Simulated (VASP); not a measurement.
# Zr in VASP: a series of runs

Zr is run at these levels: PBE; tasks: single point.

Program: VASP 6.6.1. These are calculated values, not measurements. Logs are shortened: lines on timing, memory, paths and dates and some standing lists are left out, and cuts for length are marked.

## 1. The cell of the first run

The cell holds a slab with vacuum, 1 atom: a = 3.231 Å, b = 3.231 Å, c = 16.000 Å, α = 90.00°, β = 90.00°, γ = 120.00°.

## 2. Single point, PBE

The input, INCAR:

```
  PREC = Accurate
  ENCUT = 520
  EDIFF = 1E-6
  ISMEAR = -1
  SIGMA = 0.08
  LREAL = False
  LASPH = True
  NELM = 100
  ALGO = Normal
  ISIF = 2
  LWAVE = False
  LCHARG = False
  LDIPOL = True
  IDIPOL = 3
  DIPOL = 0.5 0.5 0.500
  GGA = PE
  NBANDS = 12
```

The input, KPOINTS:

```
regular mesh
0
Gamma
  15 15 1
```

The input, POSCAR:

```
Zr
1.0
    3.2310992960      0.0000000000      0.0000000000
   -1.6155496480      2.7982140725      0.0000000000
    0.0000000000      0.0000000000     16.0000000000
Zr
1
Direct
    0.0000000000      0.0000000000      0.5000000000
```

Potentials or basis: VASP PAW PBE potentials, release 64 (Zr_sv).

On the command line:

```console
cat potpaw_PBE.64/Zr_sv/POTCAR > POTCAR
mpirun -np 1 vasp_std > vasp.out
```

OUTCAR:

```text
PREC = Accurate
   ENCUT = 520
   EDIFF = 1E-6
   ISMEAR = -1
   LREAL = False
   LASPH = True
   NELM = 100
   ISIF = 2
   GGA = PE

 ion  position               nearest neighbor table
   1  0.000  0.000  0.500-

  LATTYP: Found a hexagonal cell.
 ALAT       =     3.2310992960
 C/A-ratio  =     4.9518750537

  Lattice vectors:

 A1 = (   3.2310992960,   0.0000000000,   0.0000000000)
 A2 = (  -1.6155496480,   2.7982140725,   0.0000000000)
 A3 = (   0.0000000000,   0.0000000000,  16.0000000000)

Analysis of symmetry for initial positions (statically):
=====================================================================
 Subroutine PRICEL returns:
 Original cell was already a primitive cell.

 Routine SETGRP: Setting up the symmetry group for a
 hexagonal supercell.

 Subroutine GETGRP returns: Found 24 space group operations
 (whereof 24 operations were pure point group operations)
 out of a pool of 24 trial point group operations.

The static configuration has the point symmetry D_6h.

Analysis of symmetry for dynamics (positions and initial velocities):
=====================================================================
 Subroutine PRICEL returns:
 Original cell was already a primitive cell.

 Routine SETGRP: Setting up the symmetry group for a
 hexagonal supercell.

 Subroutine GETGRP returns: Found 24 space group operations
 (whereof 24 operations were pure point group operations)
 out of a pool of 24 trial point group operations.

The dynamic configuration has the point symmetry D_6h.

 Subroutine INISYM returns: Found 24 space group operations
 (whereof 24 operations are pure point group operations),
 and found     1 'primitive' translations

----------------------------------------------------------------------------------------

                                     Primitive cell

  volume of cell :     144.6609

  direct lattice vectors                    reciprocal lattice vectors
     3.231099296  0.000000000  0.000000000     0.309492191  0.178685400  0.000000000
    -1.615549648  2.798214072  0.000000000     0.000000000  0.357370799  0.000000000
     0.000000000  0.000000000 16.000000000     0.000000000  0.000000000  0.062500000

  length of vectors
     3.231099296  3.231099296 16.000000000     0.357370799  0.357370799  0.062500000

  position of ions in fractional coordinates (direct lattice)
     0.000000000  0.000000000  0.500000000

  ion indices of the primitive-cell ions
   primitive index   ion index
                 1           1

----------------------------------------------------------------------------------------

 KPOINTS: regular mesh

Automatic generation of k-mesh.
 Grid dimensions read from file:
 generate k-points for:   15   15    1

 Generating k-lattice:

  Cartesian coordinates                     Fractional coordinates (reciprocal lattice)
     0.020632813  0.011912360  0.000000000     0.066666667  0.000000000  0.000000000
     0.000000000  0.023824720  0.000000000     0.000000000  0.066666667  0.000000000
     0.000000000  0.000000000  0.062500000     0.000000000  0.000000000  1.000000000

  Length of vectors
     0.023824720  0.023824720  0.062500000

  Shift w.r.t. Gamma in fractional coordinates (k-lattice)
     0.000000000  0.000000000  0.000000000

 Subroutine IBZKPT returns following result:
 ===========================================

 Found     27 irreducible k-points:

 Following reciprocal coordinates:
            Coordinates               Weight
  0.000000  0.000000  0.000000      1.000000
  0.066667  0.000000  0.000000      6.000000
  0.133333  0.000000  0.000000      6.000000
  0.200000  0.000000  0.000000      6.000000
  0.266667  0.000000  0.000000      6.000000
  0.333333  0.000000  0.000000      6.000000
[... 16 lines left out ...]
  0.333333  0.200000  0.000000     12.000000
  0.400000  0.200000  0.000000      6.000000
 [... further k-points ...]
   k-points           NKPTS =     27   k-points in BZ     NKDIM =     27   number of bands    NBANDS=     12
   number of dos      NEDOS =    301   number of ions     NIONS =      1
   total plane-waves  NPLWV =  69120
   dimension x,y,z NGX =    24 NGY =   24 NGZ =  120
   dimension x,y,z NGXF=    48 NGYF=   48 NGZF=  240
   ions per type =               1
   NGX,Y,Z   is equivalent  to a cutoff of  12.35, 12.35, 12.47 a.u.
   NGXF,Y,Z  is equivalent  to a cutoff of  24.70, 24.70, 24.94 a.u.
 SYSTEM =  unknown system
   PREC   = accura    normal or accurate (medium, high low for compatibility)
   ISTART =      0    job   : 0-new  1-cont  2-samecut
   ICHARG =      2    charge: 1-file 2-atom 10-const
   ISPIN  =      1    spin polarized calculation?
   LNONCOLLINEAR =      F non collinear calculations
   LSORBIT =      F    spin-orbit coupling
   LASPH  =      T    aspherical Exc in radial PAW
   ENCUT  =  520.0 eV  38.22 Ry    6.18 a.u.   6.01  6.01 29.75*2*pi/ulx,y,z
   NELM   =    100;   NELMIN=  2; NELMDL= -5     # of ELM steps
   EDIFF  = 0.1E-05   stopping-criterion for ELM
   LREAL  =      F    real-space projection
   EDIFFG = 0.1E-04   stopping-criterion for IOM
   NSW    =      0    number of steps for IOM
   IBRION =     -1    ionic relax: 0-MD 1-quasi-New 2-CG
   NFREE  =      0    steps in history (QN), initial steepest desc. (CG)
   ISIF   =      2    stress and relaxation
   ISYM   =      2    0-nonsym 1-usesym 2-fastsym
   POTIM  = 0.5000    time-step for ionic-motion
   TEBEG  =    0.0;   TEEND  =   0.0 temperature during run
   PSTRESS=    0.0 pullay stress
   NELECT =      12.0000    total number of electrons
   NUPDOWN=      -1.0000    fix difference up-down
   EMIN   =  10.00;   EMAX   =-10.00  energy-range for DOS
   EFERMI =   0.00;   METHOD = LEGACY
   ISMEAR =    -1;   SIGMA  =   0.08  broadening in eV -4-tet -1-fermi 0-gaus
   EFERMI_NEDOS =   21; number of points for ismear=-14 and -15
   IALGO  =     38    algorithm
   IMIX   =      4    mixing-type and parameters
     AMIX     =   0.40;   BMIX     =  1.00
     AMIX_MAG =   1.60;   BMIX_MAG =  1.00
  volume/ion in A,a.u.               =     144.66       976.22
  Fermi-wavevector in a.u.,A,eV,Ry     =   0.713978  1.349223  6.935769  0.509765
  Thomas-Fermi vector in A             =   1.801757
   LORBIT       =      0    0 simple, 1 ext, 2 COOP (PROOUT), +10 PAW based schemes
   GGA     = PE    functional components
   LHFCALC =     F    Hartree Fock is set to
   AEXX    =    0.0000 exact exchange contribution
   IVDW    =     0    specifies the selected vdW correction
   LEPSILON=     F    determine dielectric tensor
   LRPA    =     F    only Hartree local field effects (RPA)
 non-spin polarized calculation
  energy-cutoff  :      520.00
  volume of cell :      144.66
 maximum number of plane-waves:      3944
   NGX = 13   NGY = 13   NGZ = 59

 number of electron      12.0000001 magnetization

 dipolmoment           0.000000      0.000000      0.000000 electrons x Angstroem

 Free energy of the ion-electron system (eV)
  ---------------------------------------------------
  ext. energy  EPLUGINS =         0.00000000
  ---------------------------------------------------
  free energy    TOTEN  =        -6.40203584 eV

  energy without entropy =       -6.32922885  energy(sigma->0) =       -6.36563235

 E-fermi :  -1.7051     XC(G=0):  -3.0224

 val. band max:       -1.7290793038   @ k =   0.1333   0.1333   0.0000
 cond. band min:      -1.6651718048   @ k =   0.0667   0.0667   0.0000
 fundamental gap:      0.0639074990
 Fermi energy:        -1.7051151446

 k-point     1 :       0.0000    0.0000    0.0000
  band No.  band energies     occupation
      1     -50.9641      2.00000
      2     -29.1363      2.00000
      3     -28.5251      2.00000
      4     -28.5251      2.00000
      5      -5.5015      2.00000
      6      -1.8530      1.72784
      7      -1.2650      0.00812
      8      -0.5621      0.00000
      9      -0.5621      0.00000
     10       1.4902      0.00000
     11       1.4902      0.00000
     12       1.8907      0.00000

 k-point     2 :       0.0667    0.0000    0.0000
  band No.  band energies     occupation
      1     -50.9606      2.00000
      2     -29.1323      2.00000
      3     -28.5544      2.00000
      4     -28.5317      2.00000
      5      -5.3703      2.00000
      6      -1.7891      1.48150
      7      -1.3038      0.01317
      8      -0.6857      0.00001
      9      -0.4519      0.00000
     10       1.4291      0.00000
     11       1.4533      0.00000
     12       1.9714      0.00000

 k-point     3 :       0.1333    0.0000    0.0000
  band No.  band energies     occupation
      1     -50.9508      2.00000
      2     -29.1208      2.00000
      3     -28.6366      2.00000
      4     -28.5506      2.00000
      5      -4.9948      2.00000
      6      -1.6117      0.47439
      7      -1.4296      0.06192
      8      -0.9818      0.00024
      9      -0.1270      0.00000
     10       1.3513      0.00000
     11       1.3921      0.00000
     12       2.2131      0.00000
[... 286 lines left out ...]
 k-point    23 :       0.3333    0.2000    0.0000
  band No.  band energies     occupation
      1     -50.8799      2.00000
      2     -29.0846      2.00000
      3     -29.0379      2.00000
      4     -28.8067      2.00000
      5      -2.5902      1.99997
      6      -2.0589      1.97628
      7      -1.0774      0.00078
      8      -0.3568      0.00000
      9       0.0369      0.00000
     10       3.8465      0.00000
     11       4.2277      0.00000
     12       5.5674      0.00000

 k-point    24 :       0.4000    0.2000    0.0000
  band No.  band energies     occupation
      1     -50.8771      2.00000
      2     -29.0972      2.00000
      3     -29.0345      2.00000
      4     -28.8218      2.00000
      5      -2.6388      1.99998
      6      -2.0516      1.97403
      7      -0.7578      0.00001
      8      -0.4622      0.00000
      9       0.1182      0.00000
     10       4.1537      0.00000
     11       4.6842      0.00000
     12       5.0787      0.00000

 [... further k-points ...]

------------------------ aborting loop because EDIFF is reached ----------------------------------------

 vacuum level on the upper side and lower side of the slab       (xc-potential included)        -0.179        -0.179

  FORCE on cell =-STRESS in cart. coord.  units (eV):
  Direction    XX          YY          ZZ          XY          YZ          ZX
  --------------------------------------------------------------------------------------
  -------------------------------------------------------------------------------------
  Total       -2.9635370     -2.9635370     -0.0084972      0.0000000      0.0000000     -0.0000000
  in kB      -32.8223525    -32.8223525     -0.0941094      0.0000000      0.0000000     -0.0000000
  external PRESSURE =     -21.9129381 kB  Pullay stress =       0.0000000 kB

 VOLUME and BASIS-vectors are now :
 -----------------------------------------------------------------------------
  energy-cutoff  :      520.00
  volume of cell :      144.66
      direct lattice vectors                 reciprocal lattice vectors
     3.231099296  0.000000000  0.000000000     0.309492191  0.178685400  0.000000000
    -1.615549648  2.798214072  0.000000000     0.000000000  0.357370799  0.000000000
     0.000000000  0.000000000 16.000000000     0.000000000  0.000000000  0.062500000

 POSITION                                       TOTAL-FORCE (eV/Angst)
 -----------------------------------------------------------------------------------
      0.00000      0.00000      8.00000         0.000000      0.000000      0.000000
 -----------------------------------------------------------------------------------
    total drift:                               -0.000000     -0.000000      0.000000

  FREE ENERGIE OF THE ION-ELECTRON SYSTEM (eV)
  ---------------------------------------------------
  free  energy   TOTEN  =        -6.4020358411 eV

  energy  without entropy=       -6.3292288550  energy(sigma->0) =       -6.36563235

 vacuum level on the upper side and lower side of the slab         2.076         2.076
```

Wall time 47 s (1 thread of AMD EPYC 7R43 (Zen 3), shared host); peak memory 0.2 GiB.

Results:

```
Free energy            : -6.4020 eV
Band gap on the k mesh : zero (band 6 reaches -1.55 eV, above the bottom of band 7 at -2.02 eV)
```

## 3. Single point, PBE

The input, INCAR:

```
SYSTEM = Zr
  PREC = Accurate
  ENCUT = 520
  EDIFF = 1E-6
  ISMEAR = -1
  SIGMA = 0.08
  LREAL = .FALSE.
  LASPH = .TRUE.
  NELM = 100
  ALGO = Normal
  ISIF = 2
  LWAVE = .FALSE.
  LCHARG = .FALSE.
  LDIPOL = .TRUE.
  IDIPOL = 3
  DIPOL = 0.5 0.5 0.500
  GGA = PE
  NBANDS = 12
```

The input, KPOINTS:

```
Automatic mesh
0
G
  15 15 1
  0 0 0
```

POSCAR is that of step 2.

Potentials or basis: VASP PAW PBE potentials, release 64 (Zr_sv).

On the command line:

```console
cat potpaw_PBE.64/Zr_sv/POTCAR > POTCAR
mpirun -np 1 vasp_std > vasp.out
```

Wall time 48 s (1 thread of AMD EPYC 7R43 (Zen 3), shared host); peak memory 0.21 GiB.

Results (log left out):

```yaml
Free_energy: -6.4020 eV
Band_gap_on_the_k_mesh: zero (band 6 reaches -1.55 eV, above the bottom of band 7 at -2.02 eV)
```

Levels at points of the mesh, in eV from the Fermi level:
```csv
k point,band 3,band 4,band 5,band 6,band 7,band 8,band 9,band 10
"(0.00, 0.00, 0.00)",-26.82,-26.82,-3.80,-0.15,0.44,1.14,1.14,3.20
```
